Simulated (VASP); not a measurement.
Input of a VASP 6.6.1 run:

INCAR

```
PREC = Accurate
ENCUT = 600
EDIFF = 1E-6
ISMEAR = -1
SIGMA = 0.05
LREAL = F
LASPH = T
NELM = 200
ALGO = Normal
ISIF = 2
LWAVE = F
LCHARG = T
ISPIN = 2
MAGMOM = 2 0
LORBIT = 11
LMAXMIX = 4
GGA = PS
LELF = T
LVHAR = T
NBANDS = 22
GGA_COMPAT = F
```

File KPOINTS:

```
regular mesh
0
Gamma
  10 10 10
```

Contents of POSCAR:

```
CoO
1.0
    1.5695123000      0.9061583489      2.5140792326
   -1.5695123000      0.9061583489      2.5140792326
    0.0000000000     -1.8123166978      2.5140792326
Co O
1 1
Direct
    0.9989783200      0.9989783200      0.9989783200
    0.7510210300      0.7510210300      0.7510210300
```

Potentials or basis: VASP PAW PBE potentials, release 64 (Co_sv, O).

The run is started by

```console
$ cat potpaw_PBE.64/Co_sv/POTCAR potpaw_PBE.64/O/POTCAR > POTCAR
$ mpirun -np 1 vasp_std > vasp.out
```

Task: Estimate the net moment.

Result: 2.38 μB per cell.

Task: Estimate the pressure.

Result: -4.1 GPa.

Task: What does it give for the site moments?

Result: Co +2.03; O +0.24 μB.

Task: Predict the largest force.

Result: 0.280 eV/Å.

Forces on the atoms (eV/Å):
```
Co   0.000  0.000  0.280
O    0.000  0.000 -0.280
```

Caveat: the cell stands under tension; the PAW data sets were made with another functional, which shifts forces and pressure a little; a cell with one magnetic atom can't hold antiferromagnetic order, which such compounds often take.
